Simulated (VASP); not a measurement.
Set up this calculation in VASP 6.6.1, as the native input.

| Item | Value |
| --- | --- |
| Task | single point |
| Functional | PBEsol |
| Potentials or basis | VASP PAW PBE potentials, release 64 (In_d, Sb) |
| Cutoff | 520 eV |
| k mesh | 14 × 14 × 14 |
| Occupations | gaussian, width 0.15 eV |
| Spin | no spin polarisation |
| Dipole correction | no |
| Further INCAR settings | ALGO = Normal; EDIFF = 1e-06; NBANDS = 16 |

The structure of InSb lies in POSCAR:

```
InSb
1.0
    0.0000000000      2.9245011097      3.3017617529
    2.9245011097      0.0000000000      3.3017617529
    2.9245011097      2.9245011097      0.0000000000
In Sb
1 1
Direct
    0.0000000000      0.0000000000      0.0000000000
    0.5000000000      0.5000000000      0.5000000000
```

The input as run:

INCAR

```
PREC = Accurate ; ENCUT = 520
EDIFF = 1E-6 ; ISMEAR = 0
SIGMA = 0.15 ; LREAL = False
LASPH = True ; NELM = 100
ALGO = Normal ; ISIF = 2
LWAVE = False ; LCHARG = False
GGA = PS ; NBANDS = 16
```

KPOINTS

```
regular mesh
0
Gamma
  14 14 14
```

Potentials or basis: VASP PAW PBE potentials, release 64 (In_d, Sb).

Run with:

```bash
$ cat potpaw_PBE.64/In_d/POTCAR potpaw_PBE.64/Sb/POTCAR > POTCAR
$ mpirun -np 1 vasp_std > vasp.out
```

It gave:

```yaml
Pressure: 0.1 GPa
Band_gap_on_the_k_mesh: zero (bands 9 and 10 overlap by 2.72 eV)
```

Caveat: the PAW data sets were made with another functional, which shifts forces and pressure a little; spin-orbit coupling is left out, which moves the levels of the heavy elements.

It took 66 s on 1 thread of Intel(R) Xeon(R) 6975P-C (Granite Rapids), with other jobs on the host, peak memory 0.37 GiB.
